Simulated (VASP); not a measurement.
Crystal: MgBH5.

```
Mg B H
1.0
     3.46838    0.00000    0.00000
     0.00000    3.46838    0.00000
     0.00000    0.00000    6.14049
Mg B H
1 1 5
Direct
  0.50000 0.50000 0.00000
  0.00000 0.00000 0.50000
  0.00000 0.50000 0.29635
  0.00000 0.50000 0.70365
  0.50000 0.00000 0.29635
  0.50000 0.00000 0.70365
  0.00000 0.00000 0.00000
```

```yaml
Program: VASP 6.6.1
Task: relaxation of cell and atoms
Functional: PBEsol
Potentials_or_basis: VASP PAW PBE potentials, release 64 (Mg, B, H)
Cutoff: 600 eV
k_mesh: 6 × 6 × 4
Occupations: fermi-dirac, width 0.03 eV
Spin: no spin polarisation
```

At the start: pressure -19.9 GPa; volume 10.55 Å³/atom.

How do energy, volume and symmetry change on relaxing?

Over 12 steps the energy falls by 599.0 meV/atom and the volume is 5.81 Å³/atom (-45.0 %); space group P4/mmm (No. 123, to 0.1 Å) before and after.

The path:
```tsv
step	energy change (eV)	largest force (eV/Å)	pressure (GPa)	volume (Å³)
1	0.0000	0.5743	-19.93	73.87
2	-1.7815	0.8070	-20.00	60.70
3	-2.9869	0.7990	41.91	30.66
4	-3.6957	1.0260	-8.38	43.57
5	-3.8603	1.0184	-0.31	39.71
6	-3.8665	1.0111	2.61	38.65
7	-4.0766	0.4583	4.79	38.17
8	-4.1165	0.0491	6.70	37.87
9	-4.1853	0.0168	1.83	39.78
10	-4.1927	0.0102	-0.17	40.74
11	-4.1927	0.0104	-0.06	40.68
12	-4.1928	0.0071	0.08	40.64
```

Final structure:
```yaml
crystal:
  lattice:
    - [2.74167, 0.00000, 0.00000]
    - [0.00000, 2.74167, 0.00000]
    - [0.00000, 0.00000, 5.40672]
  atoms:
    - { symbol: Mg, position: [0.50000, 0.50000, 0.00000] }
    - { symbol: B, position: [0.00000, 0.00000, 0.50000] }
    - { symbol: H, position: [0.00000, 0.50000, 0.33795] }
    - { symbol: H, position: [0.00000, 0.50000, 0.66205] }
    - { symbol: H, position: [0.50000, 0.00000, 0.33795] }
    - { symbol: H, position: [0.50000, 0.00000, 0.66205] }
    - { symbol: H, position: [0.00000, 0.00000, 0.00000] }
```

Caveat: the volume moved by over 15 % at a fixed basis, so the end points are rough; the PAW data sets were made with another functional, which shifts forces and pressure a little.
